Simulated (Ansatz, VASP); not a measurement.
**One calculation of TaGe3, two programs**

```xyz
4
Lattice="-1.9880 1.9880 4.4407 1.9880 -1.9880 4.4407 1.9880 1.9880 -4.4407" Properties=species:S:1:pos:R:3 pbc="T T T"
Ta    0.0000    0.0000    0.0000
Ge    0.0000    0.0000    4.4407
Ge    1.9880    0.0000    2.2203
Ge    0.0000    1.9880    2.2203
```

Alike in both runs: task single point; functional PBE; k mesh 6 × 6 × 6; occupations gaussian, width 0.1 eV; no spin polarisation.

|  | VASP | Ansatz |
| --- | --- | --- |
| version | VASP 6.6.1 | Ansatz 0.2.0 |
| potentials or method | VASP PAW PBE potentials, release 64 (Ta_pv, Ge_d), cutoff 520 eV | scalar-relativistic, plane waves, PAW |
| valence electrons in the cell | 53 | 55 |

|  | VASP | Ansatz | Ansatz less VASP |
| --- | --- | --- | --- |
| gap on the k mesh at the Fermi level (eV) | none | none | - |
| pressure (GPa) | -0.4 | -0.6 | -0.13 |
| traceless stress, the component that is largest in VASP (GPa) | 1.47 | 1.49 | +0.023 |

A gap of «none» marks a metal or a gap that the smearing closes. VASP's potentials hold 53 valence electrons a cell and Ansatz's 55, so a difference there can come from the potentials and not from the codes.

The k mesh is coarse, so the values compare programs but aren't converged. Neither program's run includes spin-orbit coupling.
